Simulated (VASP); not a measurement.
# LiF (P6_3mc) in VASP: a series of runs

Runs on LiF. Level: PBE. Tasks: single point.

All numbers are computed with VASP 6.6.1; they aren't measurements. Logs are shortened: lines on timing, memory, paths and dates and some standing lists are left out, and cuts for length are marked.

## (1) The cell of the first run

Symmetry: P6_3mc, No. 186, hexagonal system. The conventional cell has a = 3.126 Å, b = 3.126 Å, c = 4.902 Å, α = 90.00°, β = 90.00°, γ = 120.00°. Li (site symmetry 3m) has 4 F at 1.84 to 2.10 Å within 2.4 Å. Within 2.4 Å of F (site symmetry 3m) lie 4 Li at 1.84 to 2.10 Å.

## (2) Single point, PBE

Contents of INCAR:

```
SYSTEM = LiF
PREC     = Accurate       ! precision mode
ENCUT    = 520            ! plane-wave cutoff, eV
EDIFF    = 1E-7           ! SCF threshold, eV
ISMEAR   = 0              ! smearing method
SIGMA    = 0.05           ! smearing width, eV
LREAL    = .FALSE.        ! projectors in reciprocal space
LASPH    = .TRUE.         ! aspherical terms in the spheres
NELM     = 80             ! most SCF steps
ALGO     = Normal         ! electronic algorithm
ISIF     = 2              ! what is computed and relaxed
LWAVE    = .FALSE.        ! write WAVECAR
LCHARG   = .FALSE.        ! write CHGCAR
GGA      = PE             ! functional
NBANDS   = 18             ! bands
```

Contents of KPOINTS:

```
Automatic mesh
0
G
  9 9 6
  0 0 0
```

Contents of POSCAR:

```
LiF
1.0
    3.1259140087      0.0000000000      0.0000000000
   -1.5629570043      2.7071209416      0.0000000000
    0.0000000000      0.0000000000      4.9018781194
Li F
2 2
Direct
    0.3333333333      0.6666666667      0.4218720114
    0.6666666667      0.3333333333      0.9218720114
    0.3333333333      0.6666666667      0.9939266766
    0.6666666667      0.3333333333      0.4939266766
```

Potentials or basis: VASP PAW PBE potentials, release 64 (Li_sv, F).

On the command line:

```
$ cat potpaw_PBE.64/Li_sv/POTCAR potpaw_PBE.64/F/POTCAR > POTCAR
$ mpirun -np 1 vasp_std > vasp.out
```

OUTCAR:

```text
SYSTEM = LiF
   PREC = Accurate
   ENCUT = 520
   EDIFF = 1E-7
   ISMEAR = 0
   LREAL = .FALSE.
   LASPH = .TRUE.
   NELM = 80
   ISIF = 2
   GGA = PE

 ion  position               nearest neighbor table
   1  0.333  0.667  0.422-   4 1.84   4 1.84   4 1.84   3 2.10
   2  0.667  0.333  0.922-   3 1.84   3 1.84   3 1.84   4 2.10
   3  0.333  0.667  0.994-   2 1.84   2 1.84   2 1.84   1 2.10
   4  0.667  0.333  0.494-   1 1.84   1 1.84   1 1.84   2 2.10

  LATTYP: Found a hexagonal cell.
 ALAT       =     3.1259140087
 C/A-ratio  =     1.5681423436

  Lattice vectors:

 A1 = (   3.1259140087,   0.0000000000,   0.0000000000)
 A2 = (  -1.5629570043,   2.7071209416,   0.0000000000)
 A3 = (   0.0000000000,   0.0000000000,   4.9018781194)

Analysis of symmetry for initial positions (statically):
=====================================================================
 Subroutine PRICEL returns:
 Original cell was already a primitive cell.

 Routine SETGRP: Setting up the symmetry group for a
 hexagonal supercell.

 Subroutine GETGRP returns: Found 12 space group operations
 (whereof  6 operations were pure point group operations)
 out of a pool of 24 trial point group operations.

The static configuration has the point symmetry C_3v.
 The point group associated with its full space group is C_6v.

Analysis of symmetry for dynamics (positions and initial velocities):
=====================================================================
 Subroutine PRICEL returns:
 Original cell was already a primitive cell.

 Routine SETGRP: Setting up the symmetry group for a
 hexagonal supercell.

 Subroutine GETGRP returns: Found 12 space group operations
 (whereof  6 operations were pure point group operations)
 out of a pool of 24 trial point group operations.

The dynamic configuration has the point symmetry C_3v.
 The point group associated with its full space group is C_6v.

 Subroutine INISYM returns: Found 12 space group operations
 (whereof  6 operations are pure point group operations),
 and found     1 'primitive' translations

----------------------------------------------------------------------------------------

                                     Primitive cell

  volume of cell :      41.4808

  direct lattice vectors                    reciprocal lattice vectors
     3.125914009  0.000000000  0.000000000     0.319906433  0.184698065  0.000000000
    -1.562957004  2.707120942  0.000000000     0.000000000  0.369396130  0.000000000
     0.000000000  0.000000000  4.901878119     0.000000000  0.000000000  0.204003440

  length of vectors
     3.125914009  3.125914009  4.901878119     0.369396130  0.369396130  0.204003440

  position of ions in fractional coordinates (direct lattice)
     0.333333333  0.666666667  0.421872011
     0.666666667  0.333333333  0.921872011
     0.333333333  0.666666667  0.993926677
     0.666666667  0.333333333  0.493926677

  ion indices of the primitive-cell ions
   primitive index   ion index
                 1           1
                 2           2
                 3           3
                 4           4

----------------------------------------------------------------------------------------

 KPOINTS: Automatic mesh

Automatic generation of k-mesh.
 Grid dimensions read from file:
 generate k-points for:    9    9    6

 Generating k-lattice:

  Cartesian coordinates                     Fractional coordinates (reciprocal lattice)
     0.035545159  0.020522007  0.000000000     0.111111111  0.000000000  0.000000000
     0.000000000  0.041044014  0.000000000     0.000000000  0.111111111  0.000000000
     0.000000000  0.000000000  0.034000573     0.000000000  0.000000000  0.166666667

  Length of vectors
     0.041044014  0.041044014  0.034000573

  Shift w.r.t. Gamma in fractional coordinates (k-lattice)
     0.000000000  0.000000000  0.000000000

 Subroutine IBZKPT returns following result:
 ===========================================

 Found     48 irreducible k-points:

 Following reciprocal coordinates:
            Coordinates               Weight
  0.000000  0.000000  0.000000      1.000000
  0.111111  0.000000  0.000000      6.000000
  0.222222  0.000000  0.000000      6.000000
  0.333333  0.000000  0.000000      6.000000
  0.444444  0.000000  0.000000      6.000000
  0.111111  0.111111  0.000000      6.000000
[... 16 lines left out ...]
  0.333333  0.222222  0.166667     24.000000
  0.333333  0.333333  0.166667      4.000000
 [... further k-points ...]
   k-points           NKPTS =     48   k-points in BZ     NKDIM =     48   number of bands    NBANDS=     18
   number of dos      NEDOS =    301   number of ions     NIONS =      4
   total plane-waves  NPLWV =  20736
   dimension x,y,z NGX =    24 NGY =   24 NGZ =   36
   dimension x,y,z NGXF=    48 NGYF=   48 NGZF=   72
   ions per type =               2   2
   NGX,Y,Z   is equivalent  to a cutoff of  12.76, 12.76, 12.21 a.u.
   NGXF,Y,Z  is equivalent  to a cutoff of  25.53, 25.53, 24.42 a.u.
 SYSTEM =  LiF
   PREC   = accura    normal or accurate (medium, high low for compatibility)
   ISTART =      0    job   : 0-new  1-cont  2-samecut
   ICHARG =      2    charge: 1-file 2-atom 10-const
   ISPIN  =      1    spin polarized calculation?
   LNONCOLLINEAR =      F non collinear calculations
   LSORBIT =      F    spin-orbit coupling
   LASPH  =      T    aspherical Exc in radial PAW
   ENCUT  =  520.0 eV  38.22 Ry    6.18 a.u.   5.81  5.81  9.11*2*pi/ulx,y,z
   NELM   =     80;   NELMIN=  2; NELMDL= -5     # of ELM steps
   EDIFF  = 0.1E-06   stopping-criterion for ELM
   LREAL  =      F    real-space projection
   EDIFFG = 0.1E-05   stopping-criterion for IOM
   NSW    =      0    number of steps for IOM
   IBRION =     -1    ionic relax: 0-MD 1-quasi-New 2-CG
   NFREE  =      0    steps in history (QN), initial steepest desc. (CG)
   ISIF   =      2    stress and relaxation
   ISYM   =      2    0-nonsym 1-usesym 2-fastsym
   POTIM  = 0.5000    time-step for ionic-motion
   TEBEG  =    0.0;   TEEND  =   0.0 temperature during run
   PSTRESS=    0.0 pullay stress
   NELECT =      20.0000    total number of electrons
   NUPDOWN=      -1.0000    fix difference up-down
   EMIN   =  10.00;   EMAX   =-10.00  energy-range for DOS
   EFERMI =   0.00;   METHOD = LEGACY
   ISMEAR =     0;   SIGMA  =   0.05  broadening in eV -4-tet -1-fermi 0-gaus
   EFERMI_NEDOS =   21; number of points for ismear=-14 and -15
   IALGO  =     38    algorithm
   IMIX   =      4    mixing-type and parameters
     AMIX     =   0.40;   BMIX     =  1.00
     AMIX_MAG =   1.60;   BMIX_MAG =  1.00
  volume/ion in A,a.u.               =      10.37        69.98
  Fermi-wavevector in a.u.,A,eV,Ry     =   1.283716  2.425872 22.421420  1.647928
  Thomas-Fermi vector in A             =   2.415953
   LORBIT       =      0    0 simple, 1 ext, 2 COOP (PROOUT), +10 PAW based schemes
   GGA     = PE    functional components
   LHFCALC =     F    Hartree Fock is set to
   AEXX    =    0.0000 exact exchange contribution
   IVDW    =     0    specifies the selected vdW correction
   LEPSILON=     F    determine dielectric tensor
   LRPA    =     F    only Hartree local field effects (RPA)
 non-spin polarized calculation
 Gauss-broadening in eV      SIGMA  =   0.05
  energy-cutoff  :      520.00
  volume of cell :       41.48
 maximum number of plane-waves:      1140
 NGX is ok and might be reduce to    24

 number of electron      19.9999966 magnetization

 Free energy of the ion-electron system (eV)
  ---------------------------------------------------
  ext. energy  EPLUGINS =         0.00000000
  ---------------------------------------------------
  free energy    TOTEN  =       -19.22934295 eV

  energy without entropy =      -19.22934295  energy(sigma->0) =      -19.22934295

 E-fermi :  -2.1650     XC(G=0):  -8.6413

 val. band max:       -2.5031877802   @ k =   0.0000   0.0000   0.0000
 cond. band min:       4.9026956918   @ k =   0.0000   0.0000   0.0000
 fundamental gap:      7.4058834720
 Fermi energy:        -2.1650252378

 k-point     1 :       0.0000    0.0000    0.0000
  band No.  band energies     occupation
      1     -43.2271      2.00000
      2     -43.1983      2.00000
      3     -22.0297      2.00000
      4     -21.7536      2.00000
      5      -4.7735      2.00000
      6      -3.1827      2.00000
[... 10 lines left out ...]
     17      16.4511      0.00000
     18      17.4180      0.00000

 k-point     2 :       0.1111    0.0000    0.0000
  band No.  band energies     occupation
      1     -43.2238      2.00000
      2     -43.1966      2.00000
      3     -22.0178      2.00000
      4     -21.7565      2.00000
      5      -4.6923      2.00000
      6      -3.2982      2.00000
[... 10 lines left out ...]
     17      16.7483      0.00000
     18      17.1883      0.00000

 k-point     3 :       0.2222    0.0000    0.0000
  band No.  band energies     occupation
      1     -43.2154      2.00000
      2     -43.1925      2.00000
      3     -21.9851      2.00000
      4     -21.7660      2.00000
      5      -4.4748      2.00000
      6      -3.6308      2.00000
[... 10 lines left out ...]
     17      16.7409      0.00000
     18      17.2617      0.00000

 k-point     4 :       0.3333    0.0000    0.0000
  band No.  band energies     occupation
      1     -43.2051      2.00000
      2     -43.1885      2.00000
      3     -21.9402      2.00000
      4     -21.7841      2.00000
      5      -4.2905      2.00000
      6      -3.9061      2.00000
[... 375 lines left out ...]
      4     -21.8033      2.00000
      5      -4.3062      2.00000
      6      -4.0805      2.00000
[... 10 lines left out ...]
     17      16.0046      0.00000
     18      17.9523      0.00000

 k-point    23 :       0.3333    0.2222    0.1667
  band No.  band energies     occupation
      1     -43.1928      2.00000
      2     -43.1872      2.00000
      3     -21.8742      2.00000
      4     -21.8228      2.00000
      5      -4.5353      2.00000
      6      -3.9226      2.00000
[... 10 lines left out ...]
     17      15.5376      0.00000
     18      17.7447      0.00000

 k-point    24 :       0.3333    0.3333    0.1667
  band No.  band energies     occupation
      1     -43.1887      2.00000
      2     -43.1887      2.00000
      3     -21.8454      2.00000
      4     -21.8454      2.00000
      5      -4.6169      2.00000
      6      -3.8175      2.00000
[... 10 lines left out ...]
     17      15.2974      0.00000
     18      18.0462      0.00000

 [... further k-points ...]

------------------------ aborting loop because EDIFF is reached ----------------------------------------

  FORCE on cell =-STRESS in cart. coord.  units (eV):
  Direction    XX          YY          ZZ          XY          YZ          ZX
  --------------------------------------------------------------------------------------
  -------------------------------------------------------------------------------------
  Total        0.5674753      0.5674753     -0.7813900      0.0000000      0.0000000      0.0000000
  in kB       21.9184759     21.9184759    -30.1808352      0.0000000      0.0000000      0.0000000
  external PRESSURE =       4.5520389 kB  Pullay stress =       0.0000000 kB

 VOLUME and BASIS-vectors are now :
 -----------------------------------------------------------------------------
  energy-cutoff  :      520.00
  volume of cell :       41.48
      direct lattice vectors                 reciprocal lattice vectors
     3.125914009  0.000000000  0.000000000     0.319906433  0.184698065  0.000000000
    -1.562957004  2.707120942  0.000000000     0.000000000  0.369396130  0.000000000
     0.000000000  0.000000000  4.901878119     0.000000000  0.000000000  0.204003440

 POSITION                                       TOTAL-FORCE (eV/Angst)
 -----------------------------------------------------------------------------------
     -0.00000      1.80475      2.06797         0.000000      0.000000     -0.269506
      1.56296      0.90237      4.51890        -0.000000     -0.000000     -0.269506
     -0.00000      1.80475      4.87211        -0.000000      0.000000      0.269506
      1.56296      0.90237      2.42117        -0.000000      0.000000      0.269506
 -----------------------------------------------------------------------------------
    total drift:                                0.000002      0.000003      0.000779

  FREE ENERGIE OF THE ION-ELECTRON SYSTEM (eV)
  ---------------------------------------------------
  free  energy   TOTEN  =       -19.2293429472 eV

  energy  without entropy=      -19.2293429472  energy(sigma->0) =      -19.22934295
```

Wall time 23 s (1 thread of Intel Xeon Platinum 8488C (Sapphire Rapids), shared host); peak memory 0.16 GiB.

Results:

```yaml
Free_energy: -19.2293 eV
Largest_force: 0.270 eV/Å
Band_gap_on_the_k_mesh: 7.41 eV
```

Forces on the atoms (eV/Å):
```
Li   0.000  0.000 -0.270
Li   0.000  0.000 -0.270
F    0.000  0.000  0.270
F    0.000  0.000  0.270
```

Levels at points of the mesh, in eV from the valence-band top:
```
           k point  band 8  band 9  band 10  band 11  band 12  band 13
(0.00, 0.00, 0.00)   -0.40   -0.40     0.00     7.41    11.69    14.74
(0.00, 0.00, 0.50)   -0.54   -0.54    -0.54     9.17     9.17    16.96
```

Caveat: the cutoff is under 1.25 times the usual one of these potentials, so pressure, stress and relaxed cells hold a basis-set (Pulay) error; an odd mesh through Γ misses points on the zone boundary, where band edges can lie.

## (3) Single point, PBE

This run uses another cell than the first one, of the same volume but with other edges.

Contents of INCAR:

```
SYSTEM = LiF
  ALGO = Normal
  EDIFF = 1E-7
  ENCUT = 520
  GGA = PE
  ISIF = 2
  ISMEAR = 0
  LASPH = .TRUE.
  LCHARG = .TRUE.
  LELF = .TRUE.
  LREAL = .FALSE.
  LVHAR = .TRUE.
  LWAVE = .FALSE.
  NBANDS = 18
  NELM = 80
  PREC = Accurate
  SIGMA = 0.05
```

Contents of KPOINTS:

```
k-points
0
G
  9 9 6
  0 0 0
```

Contents of POSCAR:

```
LiF
1.0
    3.1955814611      0.0000000000      0.0000000000
   -1.5977907305      2.7674547252      0.0000000000
    0.0000000000      0.0000000000      4.6904744686
Li F
2 2
Direct
    0.3333333333      0.6666666667      0.4014716674
    0.6666666667      0.3333333333      0.9014716674
    0.3333333333      0.6666666667      0.9939266766
    0.6666666667      0.3333333333      0.4939266766
```

Potentials or basis: VASP PAW PBE potentials, release 64 (Li_sv, F).

On the command line:

```
$ cat potpaw_PBE.64/Li_sv/POTCAR potpaw_PBE.64/F/POTCAR > POTCAR
$ mpirun -np 1 vasp_std > vasp.out
```

Wall time 22 s (1 thread of Intel Xeon Platinum 8488C (Sapphire Rapids), shared host); peak memory 0.16 GiB.

It converged, with:

| Item | Value |
| --- | --- |
| Free energy | -19.2886 eV |
| Largest force | 0.026 eV/Å |
| Band gap on the k mesh | 7.43 eV |

Forces on the atoms (eV/Å):
```
Li   0.000  0.000 -0.026
Li   0.000  0.000 -0.026
F    0.000  0.000  0.026
F    0.000  0.000  0.026
```

Levels at points of the mesh, in eV from the valence-band top:
```
           k point  band 6  band 7  band 8  band 9  band 10  band 11  band 12  band 13  band 14  band 15
(0.00, 0.00, 0.00)   -0.71   -0.71   -0.33   -0.33     0.00     7.43    12.07    15.05    17.54    17.54
(0.00, 0.00, 0.50)   -1.17   -0.52   -0.52   -0.52    -0.52     9.25     9.25    17.53    17.53    17.77
```

Caveat: the cutoff is under 1.25 times the usual one of these potentials, so pressure, stress and relaxed cells hold a basis-set (Pulay) error; an odd mesh through Γ misses points on the zone boundary, where band edges can lie.
